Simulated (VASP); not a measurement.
Runs of VASP 6.6.1 on Nb. The structure is that of space group R-3m (No. 166), or close to it. The cells are those of the table. 

```csv
cell,further INCAR settings,gap on the mesh (eV),pressure (GPa)
"a = 2.995 Å, angles 112.1°, 1 atom",ALGO = Fast; EDIFF = 1e-06; NBANDS = 12,none,-6.2
"a = 2.656 Å, angles 95.9°, 1 atom",ALGO = Fast; EDIFF = 1e-06; NBANDS = 12,none,(b)
"a = 3.293 Å, angles 115.8°, 1 atom",ALGO = Fast; EDIFF = 1e-07; NBANDS = 12,none,45.6
"a = 3.140 Å, angles 114.3°, 1 atom",ALGO = Fast; EDIFF = 1e-07; NBANDS = 12,none,8.9
"a = 2.708 Å, angles 101.6°, 1 atom",ALGO = Fast; EDIFF = 1e-06; NBANDS = 12,none,(a)
"a = 2.778 Å, angles 105.7°, 1 atom",ALGO = Fast; EDIFF = 1e-06; NBANDS = 12,none,-7.3
"a = 3.477 Å, angles 117.0°, 1 atom",ALGO = Fast; EDIFF = 1e-06; NBANDS = 12,none,122.7
```

Alike in all rows: task single point; level PBEsol; potentials or basis VASP PAW PBE potentials, release 64 (Nb_sv); no spin polarisation; k mesh 22 × 22 × 22; cutoff (eV) 520; smearing gaussian 0.15 eV.

**Question.** Estimate the missing entries.

**Answer.** (a) -1.8; (b) 4.2.

Caveats: the PAW data sets were made with another functional, which shifts forces and pressure a little; the cell stands under pressure (at least some runs); the cell stands under tension (at least some runs); atoms lie so close that the PAW spheres overlap strongly, which falsifies energies and pressures (at least some runs).

A k mesh can miss the band edges, and the runs leave out spin-orbit coupling on Nb.

A gap of «none» marks levels without a gap at the run's occupations.
